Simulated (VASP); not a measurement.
# Sb5O (P4/mmm) in VASP: a series of runs

Sb5O is run at these levels: PBE; tasks: relaxation of cell and atoms, single point.

Everything below comes from runs of VASP 6.6.1. Logs are shortened: lines on timing, memory, paths and dates and some standing lists are left out, and cuts for length are marked.

### 1 The cell of the first run

The structure is tetragonal, space group P4/mmm (No. 123). Conventional cell: a = 4.597 Å, b = 4.597 Å, c = 9.132 Å, α = 90.00°, β = 90.00°, γ = 90.00°. Sb (site symmetry mmm) has 2 Sb at 2.30 Å within 3.0 Å. Sb (site symmetry 4mm) has 6 Sb at 2.98 to 3.84 Å and 4 O at 3.58 Å within 3.9 Å. Sb (site symmetry 4/mmm) has 6 Sb at 2.30 to 3.07 Å within 3.1 Å. Within 4.7 Å of O (site symmetry 4/mmm) lie 8 Sb at 3.58 Å and 4 O at 4.60 Å.

The cell was generated, and may not be a known phase.

### 2 Relaxation of cell and atoms, PBE

The input, INCAR:

```
PREC = Accurate
ENCUT = 600
EDIFF = 1E-6
ISMEAR = 0
SIGMA = 0.1
LREAL = False
LASPH = True
NELM = 80
ALGO = Normal
ISIF = 3
LWAVE = False
LCHARG = False
GGA = PE
IBRION = 2
NSW = 90
EDIFFG = -0.04
```

The input, KPOINTS:

```
Automatic mesh
0
Gamma
  4 4 2
```

The input, POSCAR:

```
Sb5O
1.0
    4.5966848500      0.0000000000      0.0000000000
    0.0000000000      4.5966848500      0.0000000000
    0.0000000000      0.0000000000      9.1324179100
Sb O
5 1
Direct
    0.0000000000      0.5000000000      0.5000000000
    0.5000000000      0.0000000000      0.5000000000
    0.0000000000      0.0000000000      0.8366489700
    0.0000000000      0.0000000000      0.1633510300
    0.0000000000      0.0000000000      0.5000000000
    0.5000000000      0.5000000000      0.0000000000
```

Potentials or basis: VASP PAW PBE potentials, release 64 (Sb, O).

Run with:

```sh
$ cat potpaw_PBE.64/Sb/POTCAR potpaw_PBE.64/O/POTCAR > POTCAR
$ mpirun -np 1 vasp_std > vasp.out
```

OUTCAR:

```text
PREC = Accurate
   ENCUT = 600
   EDIFF = 1E-6
   ISMEAR = 0
   LREAL = False
   LASPH = True
   NELM = 80
   ISIF = 3
   GGA = PE
   IBRION = 2
   NSW = 90
   EDIFFG = -0.04

 ion  position               nearest neighbor table
   1  0.000  0.500  0.500-   5 2.30   5 2.30   2 3.25   2 3.25   2 3.25   2 3.25
   2  0.500  0.000  0.500-   5 2.30   5 2.30   1 3.25   1 3.25   1 3.25   1 3.25
   3  0.000  0.000  0.837-   4 2.98   5 3.07
   4  0.000  0.000  0.163-   3 2.98   5 3.07
   5  0.000  0.000  0.500-   1 2.30   2 2.30   1 2.30   2 2.30   3 3.07   4 3.07
   6  0.500  0.500  0.000-

  LATTYP: Found a simple tetragonal cell.
 ALAT       =     4.5966848500
 C/A-ratio  =     1.9867400546

  Lattice vectors:

 A1 = (   4.5966848500,   0.0000000000,   0.0000000000)
 A2 = (   0.0000000000,   4.5966848500,   0.0000000000)
 A3 = (   0.0000000000,   0.0000000000,   9.1324179100)

Analysis of symmetry for initial positions (statically):
=====================================================================
 Subroutine PRICEL returns:
 Original cell was already a primitive cell.

 Routine SETGRP: Setting up the symmetry group for a
 simple tetragonal supercell.

 Subroutine GETGRP returns: Found 16 space group operations
 (whereof 16 operations were pure point group operations)
 out of a pool of 16 trial point group operations.

The static configuration has the point symmetry D_4h.

Analysis of symmetry for dynamics (positions and initial velocities):
=====================================================================
 Subroutine PRICEL returns:
 Original cell was already a primitive cell.

 Routine SETGRP: Setting up the symmetry group for a
 simple tetragonal supercell.

 Subroutine GETGRP returns: Found 16 space group operations
 (whereof 16 operations were pure point group operations)
 out of a pool of 16 trial point group operations.

The dynamic configuration has the point symmetry D_4h.

 Subroutine INISYM returns: Found 16 space group operations
 (whereof 16 operations are pure point group operations),
 and found     1 'primitive' translations

----------------------------------------------------------------------------------------

                                     Primitive cell

  volume of cell :     192.9635

  direct lattice vectors                    reciprocal lattice vectors
     4.596684850  0.000000000  0.000000000     0.217548088  0.000000000  0.000000000
     0.000000000  4.596684850  0.000000000     0.000000000  0.217548088  0.000000000
     0.000000000  0.000000000  9.132417910     0.000000000  0.000000000  0.109500026

  length of vectors
     4.596684850  4.596684850  9.132417910     0.217548088  0.217548088  0.109500026

  position of ions in fractional coordinates (direct lattice)
     0.000000000  0.500000000  0.500000000
     0.500000000  0.000000000  0.500000000
     0.000000000  0.000000000  0.836648970
     0.000000000  0.000000000  0.163351030
     0.000000000  0.000000000  0.500000000
     0.500000000  0.500000000  0.000000000

  ion indices of the primitive-cell ions
   primitive index   ion index
                 1           1
                 2           2
                 3           3
                 4           4
                 5           5
                 6           6

----------------------------------------------------------------------------------------

 KPOINTS: Automatic mesh

Automatic generation of k-mesh.
 Grid dimensions read from file:
 generate k-points for:    4    4    2

 Generating k-lattice:

  Cartesian coordinates                     Fractional coordinates (reciprocal lattice)
     0.054387022  0.000000000  0.000000000     0.250000000  0.000000000  0.000000000
     0.000000000  0.054387022  0.000000000     0.000000000  0.250000000  0.000000000
     0.000000000  0.000000000  0.054750013     0.000000000  0.000000000  0.500000000

  Length of vectors
     0.054387022  0.054387022  0.054750013

  Shift w.r.t. Gamma in fractional coordinates (k-lattice)
     0.000000000  0.000000000  0.000000000

 Subroutine IBZKPT returns following result:
 ===========================================

 Found     12 irreducible k-points:

 Following reciprocal coordinates:
            Coordinates               Weight
  0.000000  0.000000  0.000000      1.000000
  0.250000  0.000000  0.000000      4.000000
  0.500000  0.000000  0.000000      2.000000
  0.250000  0.250000  0.000000      4.000000
  0.500000  0.250000  0.000000      4.000000
  0.500000  0.500000  0.000000      1.000000
  0.000000  0.000000  0.500000      1.000000
  0.250000  0.000000  0.500000      4.000000
  0.500000  0.000000  0.500000      2.000000
  0.250000  0.250000  0.500000      4.000000
  0.500000  0.250000  0.500000      4.000000
  0.500000  0.500000  0.500000      1.000000
   k-points           NKPTS =     12   k-points in BZ     NKDIM =     12   number of bands    NBANDS=     19
   number of dos      NEDOS =    301   number of ions     NIONS =      6
   total plane-waves  NPLWV = 128000
   dimension x,y,z NGX =    40 NGY =   40 NGZ =   80
   dimension x,y,z NGXF=    80 NGYF=   80 NGZF=  160
   ions per type =               5   1
   NGX,Y,Z   is equivalent  to a cutoff of  14.47, 14.47, 14.56 a.u.
   NGXF,Y,Z  is equivalent  to a cutoff of  28.93, 28.93, 29.13 a.u.
 SYSTEM =  unknown system
   PREC   = accura    normal or accurate (medium, high low for compatibility)
   ISTART =      0    job   : 0-new  1-cont  2-samecut
   ICHARG =      2    charge: 1-file 2-atom 10-const
   ISPIN  =      1    spin polarized calculation?
   LNONCOLLINEAR =      F non collinear calculations
   LSORBIT =      F    spin-orbit coupling
   LASPH  =      T    aspherical Exc in radial PAW
   ENCUT  =  600.0 eV  44.10 Ry    6.64 a.u.   9.18  9.18 18.24*2*pi/ulx,y,z
   NELM   =     80;   NELMIN=  2; NELMDL= -5     # of ELM steps
   EDIFF  = 0.1E-05   stopping-criterion for ELM
   LREAL  =      F    real-space projection
   EDIFFG = -.4E-01   stopping-criterion for IOM
   NSW    =     90    number of steps for IOM
   IBRION =      2    ionic relax: 0-MD 1-quasi-New 2-CG
   NFREE  =      1    steps in history (QN), initial steepest desc. (CG)
   ISIF   =      3    stress and relaxation
   ISYM   =      2    0-nonsym 1-usesym 2-fastsym
   POTIM  = 0.5000    time-step for ionic-motion
   TEBEG  =    0.0;   TEEND  =   0.0 temperature during run
   PSTRESS=    0.0 pullay stress
   NELECT =      31.0000    total number of electrons
   NUPDOWN=      -1.0000    fix difference up-down
   EMIN   =  10.00;   EMAX   =-10.00  energy-range for DOS
   EFERMI =   0.00;   METHOD = LEGACY
   ISMEAR =     0;   SIGMA  =   0.10  broadening in eV -4-tet -1-fermi 0-gaus
   EFERMI_NEDOS =   21; number of points for ismear=-14 and -15
   IALGO  =     38    algorithm
   IMIX   =      4    mixing-type and parameters
     AMIX     =   0.40;   BMIX     =  1.00
     AMIX_MAG =   1.60;   BMIX_MAG =  1.00
  volume/ion in A,a.u.               =      32.16       217.03
  Fermi-wavevector in a.u.,A,eV,Ry     =   0.889960  1.681780 10.776198  0.792028
  Thomas-Fermi vector in A             =   2.011588
   LORBIT       =      0    0 simple, 1 ext, 2 COOP (PROOUT), +10 PAW based schemes
   GGA     = PE    functional components
   LHFCALC =     F    Hartree Fock is set to
   AEXX    =    0.0000 exact exchange contribution
   IVDW    =     0    specifies the selected vdW correction
   LEPSILON=     F    determine dielectric tensor
   LRPA    =     F    only Hartree local field effects (RPA)
 conjugate gradient relaxation of ions
 non-spin polarized calculation
 Gauss-broadening in eV      SIGMA  =   0.10
  energy-cutoff  :      600.00
  volume of cell :      192.96
 maximum number of plane-waves:      6457
 NGX is ok and might be reduce to    40
   NGX = 19   NGY = 19   NGZ = 37

--------------------------------------- Ionic step        1  -------------------------------------------

 number of electron      30.9999995 magnetization

 Free energy of the ion-electron system (eV)
  ---------------------------------------------------
  ext. energy  EPLUGINS =         0.00000000
  ---------------------------------------------------
  free energy    TOTEN  =       -10.29833311 eV

  energy without entropy =      -10.27003487  energy(sigma->0) =      -10.28418399

------------------------ aborting loop because EDIFF is reached ----------------------------------------

  FORCE on cell =-STRESS in cart. coord.  units (eV):
  Direction    XX          YY          ZZ          XY          YZ          ZX
  --------------------------------------------------------------------------------------
  -------------------------------------------------------------------------------------
  Total       44.5463039     44.5463039     -4.1116692      0.0000000     -0.0000000      0.0000000
  in kB      369.8682243    369.8682243    -34.1392133      0.0000000     -0.0000000      0.0000000
  external PRESSURE =     235.1990784 kB  Pullay stress =       0.0000000 kB
[... 25 lines left out ...]
  energy  without entropy=      -10.2700348659  energy(sigma->0) =      -10.28418399

--------------------------------------- Ionic step        2  -------------------------------------------

 number of electron      31.0000011 magnetization

 E-fermi :  -0.0712     XC(G=0):  -6.2576

 val. band max:       -0.0813345422   @ k =   0.0000   0.0000   0.5000
 cond. band min:      -0.0687988379   @ k =   0.0000   0.0000   0.0000
 fundamental gap:      0.0125357043
 Fermi energy:        -0.0712162911

 k-point     1 :       0.0000    0.0000    0.0000
  band No.  band energies     occupation
      1     -14.8909      2.00000
      2     -10.6912      2.00000
      3      -9.2937      2.00000
      4      -8.2929      2.00000
      5      -7.6403      2.00000
      6      -6.8921      2.00000
[... 11 lines left out ...]
     18       0.6417      0.00000
     19       0.6417      0.00000
[... 313 lines left out ...]
  FREE ENERGIE OF THE ION-ELECTRON SYSTEM (eV)
  ---------------------------------------------------
  free  energy   TOTEN  =       -17.1976598029 eV

  energy  without entropy=      -17.1254034936  energy(sigma->0) =      -17.16153165

[... ionic steps 4 to 8 ...]

--------------------------------------- Ionic step        9  -------------------------------------------

 number of electron      31.0000007 magnetization

------------------------ aborting loop because EDIFF is reached ----------------------------------------

  FORCE on cell =-STRESS in cart. coord.  units (eV):
  Direction    XX          YY          ZZ          XY          YZ          ZX
  --------------------------------------------------------------------------------------
  -------------------------------------------------------------------------------------
  Total       -0.1233822     -0.1233822      0.3591711      0.0000000     -0.0000000      0.0000000
  in kB       -0.7346683     -0.7346683      2.1386521      0.0000000     -0.0000000      0.0000000
  external PRESSURE =       0.2231052 kB  Pullay stress =       0.0000000 kB
[... 65 lines left out ...]
  energy  without entropy=      -17.2445526903  energy(sigma->0) =      -17.28238721

--------------------------------------- Ionic step       11  -------------------------------------------

 number of electron      31.0000004 magnetization

 Free energy of the ion-electron system (eV)
  ---------------------------------------------------
  ext. energy  EPLUGINS =         0.00000000
  ---------------------------------------------------
  free energy    TOTEN  =       -17.32061176 eV

  energy without entropy =      -17.24431984  energy(sigma->0) =      -17.28246580

 E-fermi :   1.5184     XC(G=0):  -7.1514

 val. band max:        1.5131537859   @ k =   0.2500   0.0000   0.5000
 cond. band min:       1.5284873795   @ k =   0.2500   0.0000   0.0000
 fundamental gap:      0.0153335935
 Fermi energy:         1.5184025028

 k-point     1 :       0.0000    0.0000    0.0000
  band No.  band energies     occupation
      1     -13.3238      2.00000
      2     -10.6541      2.00000
      3      -8.1969      2.00000
      4      -6.7231      2.00000
      5      -6.3757      2.00000
      6      -4.5280      2.00000
[... 11 lines left out ...]
     18       1.8197      0.00002
     19       2.1480      0.00000
[... 273 lines left out ...]
  FREE ENERGIE OF THE ION-ELECTRON SYSTEM (eV)
  ---------------------------------------------------
  free  energy   TOTEN  =       -17.3206117552 eV

  energy  without entropy=      -17.2443198356  energy(sigma->0) =      -17.28246580

 reached required accuracy - stopping structural energy minimisation
```

It took 13 min on 1 thread of Oxide Virtual Turin-like, shared host; peak memory 0.37 GiB.

Results:

```yaml
Free_energy: -17.3206 eV
Relaxed_volume: 44.92 Å³/atom
Relaxed_cell: a = 5.547 Å, b = 5.547 Å, c = 8.759 Å, α = 90.00°, β = 90.00°, γ = 90.00°
Space_group_after_relaxing_to_0.1_Å: P4/mmm (No. 123)
Energy_gained_by_relaxing: 1170.4 meV/atom
Ionic_steps: 11
Pressure_after_relaxing: 0.0 GPa
Largest_force_after_relaxing: 0.031 eV/Å
Band_gap_on_the_k_mesh: zero (an odd number of electrons rules out a gap without spin polarisation)
```

Forces in eV/Å, atoms in the order of the input:
```
Sb   0.000  0.000  0.000
Sb   0.000  0.000  0.000
Sb   0.000  0.000  0.031
Sb   0.000  0.000 -0.031
Sb   0.000  0.000  0.000
O    0.000  0.000  0.000
```

The path:
| step | energy change (eV) | largest force (eV/Å) | pressure (GPa) | volume (Å³) |
| --- | --- | --- | --- | --- |
| 1 | 0.0000 | 1.8284 | 23.52 | 192.96 |
| 2 | -5.9112 | 0.1482 | -3.15 | 344.18 |
| 3 | -6.8993 | 0.8706 | -0.68 | 273.63 |
| 4 | -6.8995 | 0.8398 | -1.16 | 280.40 |
| 5 | -6.9003 | 0.8675 | -1.02 | 278.35 |
| 6 | -7.0122 | 0.0810 | 0.13 | 268.70 |
| 7 | -7.0144 | 0.1911 | -0.03 | 269.66 |
| 8 | -7.0144 | 0.2101 | -0.06 | 269.83 |
| 9 | -7.0200 | 0.1046 | 0.02 | 269.07 |
| 10 | -7.0219 | 0.0008 | 0.11 | 268.33 |
| 11 | -7.0223 | 0.0314 | -0.01 | 269.52 |

Final structure:
```cif
data_structure
_symmetry_space_group_name_H-M 'P 1'
_symmetry_Int_Tables_number 1
_cell_length_a 5.5472
_cell_length_b 5.5472
_cell_length_c 8.7589
_cell_angle_alpha 90.000
_cell_angle_beta 90.000
_cell_angle_gamma 90.000
_cell_volume 269.52
loop_
_atom_site_label
_atom_site_type_symbol
_atom_site_fract_x
_atom_site_fract_y
_atom_site_fract_z
_atom_site_occupancy
Sb1 Sb 0.00000 0.50000 0.50000 1
Sb2 Sb 0.50000 0.00000 0.50000 1
Sb3 Sb 0.00000 0.00000 0.84846 1
Sb4 Sb 0.00000 0.00000 0.15154 1
Sb5 Sb 0.00000 0.00000 0.50000 1
O1 O 0.50000 0.50000 0.00000 1
```

Caveat: the volume moved by over 15 % at a fixed basis, so the end points are rough; spin-orbit coupling is left out, which moves the levels of the heavy elements; an odd number of electrons without spin polarisation forces a metal; a magnetic or distorted state may lie lower.

(Part 1 of 2 ends here.)
